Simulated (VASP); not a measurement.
Set up this calculation in VASP 6.6.1, as the native input.

```
Task                   : single point
Functional             : revPBE
Dispersion             : D3(BJ)
Potentials or basis    : VASP PAW PBE potentials, release 64 (Al)
Cutoff                 : 520 eV
k mesh                 : 11 × 11 × 11
Occupations            : fermi-dirac, width 0.05 eV
Spin                   : no spin polarisation
Dipole correction      : no
Further INCAR settings : ALGO = Normal; EDIFF = 1e-06; NBANDS = 8
```

The structure of Al lies in POSCAR:

```
Al
1.0
    0.0000000000      1.9768364019      1.9768364019
    1.9768364019      0.0000000000      1.9768364019
    1.9768364019      1.9768364019      0.0000000000
Al
1
Direct
    0.0000000000      0.0000000000      0.0000000000
```

One way to write it, as run:

INCAR

```
SYSTEM = Al
ALGO = Normal
EDIFF = 1E-6
ENCUT = 520
GGA = RE
ISIF = 2
ISMEAR = -1
IVDW = 12
LASPH = .TRUE.
LCHARG = .FALSE.
LREAL = .FALSE.
LWAVE = .FALSE.
NBANDS = 8
NELM = 80
PREC = Accurate
SIGMA = 0.05
```

KPOINTS

```
k-points
0
G
  11 11 11
  0 0 0
```

Potentials or basis: VASP PAW PBE potentials, release 64 (Al).

Command:

```bash
$ cat potpaw_PBE.64/Al/POTCAR > POTCAR
$ mpirun -np 1 vasp_std > vasp.out
```

Results of the run:

```yaml
Pressure: -0.2 GPa
Dispersion_energy_per_atom: -0.684 eV
```

Caveat: the PAW data sets were made with another functional, which shifts forces and pressure a little; pairwise dispersion overbinds metals, which lowers pressure and volume.

Wall time 7.5 s on 1 thread of Intel Xeon 8259CL (shared host), peak memory 0.14 GiB.
